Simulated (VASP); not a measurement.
C, 4 atoms in the cell. Symmetry: P6_3/mmc, No. 194, hexagonal system. Conventional cell: a = 2.458 Å, b = 2.458 Å, c = 8.262 Å, α = 90.00°, β = 90.00°, γ = 120.00°. C (site symmetry -6m2) has 3 C at 1.42 Å within 1.9 Å. C (site symmetry -6m2) has 3 C at 1.42 Å within 1.9 Å. 

* Program: VASP 6.6.1
* Task: single point
* Functional: r2SCAN
* Potentials or basis: VASP PAW PBE potentials, release 64 (C)
* Cutoff: 520 eV
* k mesh: 10 × 10 × 4
* Occupations: gaussian, width 0.05 eV
* Spin: no spin polarisation
* Dipole correction: no
* Further INCAR settings: ALGO = Normal; EDIFF = 1e-06; NBANDS = 16

Potentials or basis: VASP PAW PBE potentials, release 64 (C).

Run with:

```bash
$ cat potpaw_PBE.64/C/POTCAR > POTCAR
$ cp INCAR.step1 INCAR
$ mpirun -np 1 vasp_std > vasp.out
$ cp INCAR.step2 INCAR
$ mpirun -np 1 vasp_std > vasp.out
```

Hardware: 1 thread of Intel(R) Xeon(R) Platinum 8559C (Emerald Rapids), on a shared host.

Q: Estimate the wall time of this run.

A: Run time: 59 s on 1 thread of Intel(R) Xeon(R) Platinum 8559C (Emerald Rapids), with other jobs on the host, peak memory 0.15 GiB. Counts: k points 42.
